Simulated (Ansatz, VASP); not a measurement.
# One calculation of N, two programs

File POSCAR:

```
N
1.0
    4.0840619700      0.0000000000      0.0000000000
    0.0000000000      4.0840619700      0.0000000000
    0.0000000000      0.0000000000      5.3459132500
N
4
Direct
    0.4042752000      0.5957248000      0.5000000000
    0.0957248000      0.0957248000      0.0000000000
    0.5957248000      0.4042752000      0.5000000000
    0.9042752000      0.9042752000      0.0000000000
```

File INCAR.step1:

```
SYSTEM = N
PREC = Accurate
ENCUT = 520
EDIFF = 1E-5
ISMEAR = -1
SIGMA = 0.05
LREAL = .FALSE.
LASPH = .TRUE.
NELM = 60
ALGO = Normal
ISIF = 2
LWAVE = .TRUE.
LCHARG = .FALSE.
NBANDS = 18
GGA = PE
```

The input INCAR.step2:

```
SYSTEM = N
PREC = Accurate
ENCUT = 520
EDIFF = 1E-7
ISMEAR = -1
SIGMA = 0.05
LREAL = .FALSE.
LASPH = .TRUE.
NELM = 60
ALGO = Normal
ISIF = 2
LWAVE = .FALSE.
LCHARG = .FALSE.
GGA = PE
LHFCALC = .TRUE.
AEXX = 0.25
HFSCREEN = 0.1
PRECFOCK = Normal
NBANDS = 18
ISTART = 1
```

The input KPOINTS:

```
Automatic mesh
0
G
  4 4 3
  0 0 0
```

File input.yaml:

```yaml
crystal:
  lattice:
    - [4.08406197, 0.0, 0.0]
    - [0.0, 4.08406197, 0.0]
    - [0.0, 0.0, 5.34591325]
  atoms:
    - { symbol: "N", position: [0.4042752, 0.5957248, 0.5] }
    - { symbol: "N", position: [0.0957248, 0.0957248, 0.0] }
    - { symbol: "N", position: [0.5957248, 0.4042752, 0.5] }
    - { symbol: "N", position: [0.9042752, 0.9042752, 0.0] }
hamiltonian:
  xc: { exchange: pbe, correlation: pbe, exx: { coeff: 0.25, omega: 0.1 } }
  pseudopotentials: { kind: paw }
kpoints:
  mp_grid: { grid: [4, 4, 3] }
scf:
  occupations: { method: fermi_dirac, width: 0.05 }
output:
  forces: true
  stress: true
  eigenvalues: true
```

Alike in both runs: task single point; functional PBE-based screened hybrid; k mesh 4 × 4 × 3; occupations fermi-dirac, width 0.05 eV; no spin polarisation.

|  | VASP | Ansatz |
| --- | --- | --- |
| version | VASP 6.6.1 | Ansatz 0.2.0 |
| potentials or method | VASP PAW PBE potentials, release 64 (N) | Ansatz PAW |
| plane-wave cutoff (eV) | 520 | 420 |
| valence electrons in the cell | 20 | 20 |

```csv
,VASP,Ansatz,Ansatz less VASP
gap on the k mesh at the Fermi level (eV),9.57,9.63,+0.060
least direct gap on the mesh (eV),9.78,9.84,+0.061
pressure (GPa),-0.6,-3.0,-2.34
"traceless stress, the component that is largest in VASP (GPa)",0.85,3.44,+2.588
rms of the force components (eV/Å),0.356,1.504,+1.1473
```

VASP's potentials were made for PBE, not for PBE-based screened hybrid. Atom by atom the forces differ by 1.147 eV/Å (rms over components). One of these differences is far larger than is usual between the two programs; its cause wasn't traced.

Noted on VASP's run: the standard files for N, O and F lose accuracy on very short bonds. Noted on Ansatz's run: odd divisions of the mesh miss points on the zone boundary, where band edges often lie, so the gap on the mesh can be too wide.
